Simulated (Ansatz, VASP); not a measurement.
## AgS in VASP and in Ansatz

File POSCAR:

```
AgS
1.0
   -3.6188690000      3.6188690000      3.1605840000
    3.6188690000     -3.6188690000      3.1605840000
    3.6188690000      3.6188690000     -3.1605840000
Ag S
4 4
Direct
    0.7500000000      0.2500000000      0.5000000000
    0.2500000000      0.7500000000      0.5000000000
    0.2500000000      0.2500000000      0.0000000000
    0.7500000000      0.7500000000      0.0000000000
    0.6790000000      0.1790000000      0.8580000000
    0.1790000000      0.3210000000      0.5000000000
    0.3210000000      0.8210000000      0.1420000000
    0.8210000000      0.6790000000      0.5000000000
```

INCAR.step1

```
  PREC = Accurate
  ENCUT = 520
  ISMEAR = 1
  SIGMA = 0.0413
  LREAL = F
  LASPH = T
  NELM = 150
  LMAXMIX = 4
  LDAU = T
  LDAUTYPE = 2
  LDAUL = 2 -1
  LDAUU = 1 0
  LDAUJ = 0 0
  NBANDS = 44
  GGA = PE
  ALGO = Normal
  EDIFF = 1E-4
  LWAVE = T
  LCHARG = F
```

Contents of INCAR.step2:

```
  PREC = Accurate
  ENCUT = 520
  EDIFF = 1E-6
  ISMEAR = 1
  SIGMA = 0.0413
  LREAL = F
  LASPH = T
  NELM = 150
  ALGO = Normal
  ISIF = 2
  LWAVE = F
  LCHARG = F
  LMAXMIX = 4
  LDAU = T
  LDAUTYPE = 2
  LDAUL = 2 -1
  LDAUU = 1 0
  LDAUJ = 0 0
  LDAUPRINT = 1
  METAGGA = R2SCAN
  LMIXTAU = T
  NBANDS = 44
  ISTART = 1
```

File KPOINTS:

```
Automatic mesh
0
Gamma
  4 4 4
```

Input for Ansatz:

```yaml
crystal:
  lattice:
    - [-3.618869, 3.618869, 3.160584]
    - [3.618869, -3.618869, 3.160584]
    - [3.618869, 3.618869, -3.160584]
  atoms:
    - { symbol: Ag, position: [0.75, 0.25, 0.5] }
    - { symbol: Ag, position: [0.25, 0.75, 0.5] }
    - { symbol: Ag, position: [0.25, 0.25, 0.0] }
    - { symbol: Ag, position: [0.75, 0.75, 0.0] }
    - { symbol: S, position: [0.679, 0.179, 0.858] }
    - { symbol: S, position: [0.179, 0.321, 0.5] }
    - { symbol: S, position: [0.321, 0.821, 0.142] }
    - { symbol: S, position: [0.821, 0.679, 0.5] }
  symmetry: { tolerance: 0.0003 }
kpoints:
  mp_grid: { grid: [4, 4, 4], shift: [0, 0, 0] }
magnetization:
  spin_polarized: false
scf:
  occupations: { method: cold, width: 0.0413 }
hamiltonian:
  pseudopotentials: { kind: paw }
  xc: r2scan
  hubbard: { sites: [{ species: Ag, l: d, u_eff: 1.0 }], double_counting: fll }
basis:
  ecutwfc: 500
output:
  forces: true
  stress: true
  eigenvalues: true
```

Alike in both runs: task single point; functional r2SCAN; k mesh 4 × 4 × 4; no spin polarisation; Hubbard terms Ag d U = 1.0 eV.

|  | VASP | Ansatz |
| --- | --- | --- |
| version | VASP 6.6.1 | Ansatz 0.2.0 |
| potentials or method | VASP PAW PBE potentials, release 64 (Ag, S), cutoff 520 eV | PAW plane waves |
| occupations | methfessel-paxton of order 1, width 0.0413 eV | cold, width 0.0413 eV |
| valence electrons in the cell | 68 | 100 |

VASP gave:

```
gap on the k mesh at the Fermi level (eV)                     : none
pressure (GPa)                                                : -2.0
traceless stress, the component that is largest in VASP (GPa) : 1.66
rms of the force components (eV/Å)                            : 0.181
```

Task: What did Ansatz give for the same quantities?

Result: gap on the k mesh at the Fermi level (eV): none; pressure (GPa): -1.5; traceless stress, the component that is largest in VASP (GPa): 1.72; rms of the force components (eV/Å): 0.220.

VASP's potentials were made for PBE, not for r2SCAN. The programs project onto different local orbitals, so the same U acts differently, and such runs can settle in different states. Atom by atom the forces differ by 0.039 eV/Å (rms over components). A gap of «none» marks a metal or a gap that the smearing closes. VASP's potentials hold 68 valence electrons a cell and Ansatz's 100, so a difference there can come from the potentials and not from the codes. Ansatz's warnings: filled band counts differ across k points.
